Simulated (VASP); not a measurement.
Runs of VASP 6.6.1 on TePt. The structure is that of space group P6_3/mmc (No. 194), or close to it. The cells are those of the table. 

| task | cell | cutoff (eV) | gap on the mesh (eV) | pressure (GPa) |
| --- | --- | --- | --- | --- |
| single point | a = 3.786, b = 3.786, c = 5.139 Å, angles 90.0, 90.0, 120.0°, 4 atoms | 520 | none | 90.6 |
| single point | a = 4.035, b = 4.035, c = 5.412 Å, angles 90.0, 90.0, 120.0°, 4 atoms | 520 | none | 25.1 |
| relaxation of shape and atoms at fixed volume | relaxed from a = 4.280, b = 4.280, c = 5.685 Å, angles 90.0, 90.0, 120.0°, 4 atoms | 600 | none | -3.5 |
| single point | a = 4.124, b = 4.124, c = 5.507 Å, angles 90.0, 90.0, 120.0°, 4 atoms | 520 | none | (a) |
| single point | a = 3.915, b = 3.915, c = 5.280 Å, angles 90.0, 90.0, 120.0°, 4 atoms | 520 | none | 50.3 |

Alike in all rows: level r2SCAN; potentials or basis VASP PAW PBE potentials, release 64 (Te, Pt); no spin polarisation; k mesh 12 × 12 × 8; smearing gaussian 0.1 eV.

Question: Fill in the values left out.

Answer: (a) 12.0.

Caveats: the PAW data sets were made with another functional, which shifts forces and pressure a little; spin-orbit coupling is left out, which moves the levels of the heavy elements; the cell stands under pressure (at least some runs).

A k mesh can miss the band edges, and the runs leave out spin-orbit coupling on Pt, Te.

A gap of «none» marks levels without a gap at the run's occupations.
